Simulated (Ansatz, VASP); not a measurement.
# Au: VASP beside Ansatz

The input INCAR:

```
ALGO = Normal
EDIFF = 1E-7
ENCUT = 520
GGA = PS
ISIF = 2
ISMEAR = -1
LASPH = T
LCHARG = F
LREAL = F
LWAVE = F
NBANDS = 18
NELM = 100
PREC = Accurate
SIGMA = 0.03
```

KPOINTS

```
k-points
0
Gamma
  14 14 8
```

The input POSCAR:

```
Au
1.0
    2.9289983945      0.0000000000      0.0000000000
   -1.4644991973      2.5365870173      0.0000000000
    0.0000000000      0.0000000000      4.8800000000
Au
2
Direct
    0.3333333333      0.6666666667      0.7500000000
    0.6666666667      0.3333333333      0.2500000000
```

Input for Ansatz:

```yaml
crystal:
  lattice:
    - [2.9289983945, 0.0, 0.0]
    - [-1.4644991973, 2.5365870173, 0.0]
    - [0.0, 0.0, 4.88]
  atoms:
    - { symbol: Au, position: [0.3333333333, 0.6666666667, 0.75] }
    - { symbol: Au, position: [0.6666666667, 0.3333333333, 0.25] }
kpoints:
  mp_grid: { grid: [14, 14, 8] }
  band_path:
    path:
      - [0.0, 0.0, 0.0]
      - [0.5, 0.0, 0.0]
      - [0.3333333333, 0.3333333333, 0.0]
      - [0.0, 0.0, 0.0]
      - [0.0, 0.0, 0.5]
      - [0.5, 0.0, 0.5]
      - [0.3333333333, 0.3333333333, 0.5]
      - [0.0, 0.0, 0.5]
      - [0.5, 0.0, 0.5]
    npoints: 5
scf:
  occupations: { method: fermi_dirac, width: 0.03 }
hamiltonian:
  xc: pbesol
  pseudopotentials: { kind: all_electron, lapw: { basis_error: 0.0005 } }
output:
  forces: true
  stress: true
  eigenvalues: true
```

Change from the starting cell: equal xx and yy strain of +1 %.

Alike in both runs: task single point; functional PBEsol; k mesh 14 × 14 × 8; occupations fermi-dirac, width 0.03 eV; no spin polarisation.

```csv
,VASP,Ansatz
version,VASP 6.6.1,Ansatz 0.2.0
potentials or method,"VASP PAW PBE potentials, release 64 (Au), cutoff 520 eV","all-electron LAPW, scalar-relativistic"
```

Ansatz gave:

```
pressure (GPa)                                                : -8.9
traceless stress, the component that is largest in VASP (GPa) : 0.11
```

Question: What did VASP give for the same quantities?

Answer: Pressure (GPa): -9.1; traceless stress, the component that is largest in VASP (GPa): 0.09.

VASP's potentials were made for PBE, not for PBEsol. Ansatz ran all-electron here, and VASP with PAW potentials.

Neither program's run includes spin-orbit coupling.
